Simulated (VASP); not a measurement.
## Ga: single point with r2SCAN

The system is Ga.

```xyz
1
Lattice="-1.5880 1.5880 1.5880 1.5880 -1.5880 1.5880 1.5880 1.5880 -1.5880" Properties=species:S:1:pos:R:3 pbc="T T T"
Ga    0.0000    0.0000    0.0000
```

This cell differs from its parent crystal: volume scaled by 0.88.

| Property | Result |
| --- | --- |
| Program | VASP 6.6.1 |
| Task | single point |
| Functional | r2SCAN |
| Potentials or basis | VASP PAW PBE potentials, release 64 (Ga_d) |
| Cutoff | 520 eV |
| k mesh | 15 × 15 × 15 |
| Occupations | fermi-dirac, width 0.1 eV |
| Spin | no spin polarisation |
| Dipole correction | no |
| Further INCAR settings | ALGO = Normal; EDIFF = 1e-06; NBANDS = 12 |

```yaml
Pressure: 9.9 GPa
```

Levels at points of the mesh, in eV from the Fermi level:
| k point | band 2 | band 3 | band 4 | band 5 | band 6 | band 7 | band 8 | band 9 | band 10 | band 11 |
| --- | --- | --- | --- | --- | --- | --- | --- | --- | --- | --- |
| (0.00, 0.00, 0.00) | -15.73 | -15.73 | -15.44 | -15.44 | -13.11 | 15.59 | 15.59 | 15.59 | 19.71 | 19.71 |

It took 52 s on 1 thread of Intel(R) Xeon(R) Platinum 8259CL CPU @ 2.50GHz (Skylake/Cascade Lake) (shared host), peak memory 0.14 GiB.

Caveat: the PAW data sets were made with another functional, which shifts forces and pressure a little.
